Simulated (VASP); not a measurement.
Write the native input for VASP 6.6.1 that does the following.

```
Task                   : single point
Functional             : r2SCAN
Potentials or basis    : VASP PAW PBE potentials, release 64 (Zn, O)
Cutoff                 : 520 eV
k mesh                 : 10 × 10 × 10
Occupations            : gaussian, width 0.01 eV
Spin                   : no spin polarisation
Dipole correction      : no
Further INCAR settings : ALGO = Normal; EDIFF = 1e-06; NBANDS = 16
```

The system is ZnO.

```xyz
2
Lattice="0.0000 2.1338 2.1338 2.1686 0.0000 2.1338 2.1686 2.1338 0.0000" Properties=species:S:1:pos:R:3 pbc="T T T"
Zn    0.0000    0.0000    0.0000
O     2.1686    2.1338    2.1338
```

This cell differs from its parent crystal: uniaxial x strain +1.6%.

One way to write it, as run:

POSCAR

```
ZnO
1.0
    0.0000000000      2.1337703963      2.1337703963
    2.1685508538      0.0000000000      2.1337703963
    2.1685508538      2.1337703963      0.0000000000
Zn O
1 1
Direct
    0.0000000000      0.0000000000      0.0000000000
    0.5000000000      0.5000000000      0.5000000000
```

INCAR.step1

```
SYSTEM = ZnO
PREC     = Accurate       ! precision mode
ENCUT    = 520            ! plane-wave cutoff, eV
ISMEAR   = 0              ! smearing method
SIGMA    = 0.01           ! smearing width, eV
LREAL    = .False.        ! projectors in reciprocal space
LASPH    = .True.         ! aspherical terms in the spheres
NELM     = 100            ! most SCF steps
NBANDS   = 16             ! bands
GGA      = PE             ! functional
ALGO     = Normal         ! electronic algorithm
EDIFF    = 1E-4           ! SCF threshold, eV
LWAVE    = .True.         ! write WAVECAR
LCHARG   = .False.        ! write CHGCAR
```

INCAR.step2

```
SYSTEM = ZnO
PREC     = Accurate       ! precision mode
ENCUT    = 520            ! plane-wave cutoff, eV
EDIFF    = 1E-6           ! SCF threshold, eV
ISMEAR   = 0              ! smearing method
SIGMA    = 0.01           ! smearing width, eV
LREAL    = .False.        ! projectors in reciprocal space
LASPH    = .True.         ! aspherical terms in the spheres
NELM     = 100            ! most SCF steps
ALGO     = Normal         ! electronic algorithm
ISIF     = 2              ! what is computed and relaxed
LWAVE    = .False.        ! write WAVECAR
LCHARG   = .True.         ! write CHGCAR
METAGGA  = R2SCAN         ! meta-GGA
LMIXTAU  = .True.       
LELF     = .True.         ! ELF
LVHAR    = .True.       
NBANDS   = 16             ! bands
ISTART   = 1
```

KPOINTS

```
regular mesh
0
Gamma
  10 10 10
  0 0 0
```

Potentials or basis: VASP PAW PBE potentials, release 64 (Zn, O).

Run with:

```bash
$ cat potpaw_PBE.64/Zn/POTCAR potpaw_PBE.64/O/POTCAR > POTCAR
$ cp INCAR.step1 INCAR
$ mpirun -np 1 vasp_std > vasp.out
$ cp INCAR.step2 INCAR
$ mpirun -np 1 vasp_std > vasp.out
```

It gave:

The pressure is -1.5 GPa and the band gap on the k mesh is 1.42 eV, indirect (least direct gap 2.79 eV).

Caveat: the cell differs from its parent crystal (uniaxial x strain +1.6%); the PAW data sets were made with another functional, which shifts forces and pressure a little.

Run time: 38 s on 1 thread of Intel(R) Xeon(R) 6975P-C (Granite Rapids), on a shared host, peak memory 0.16 GiB.
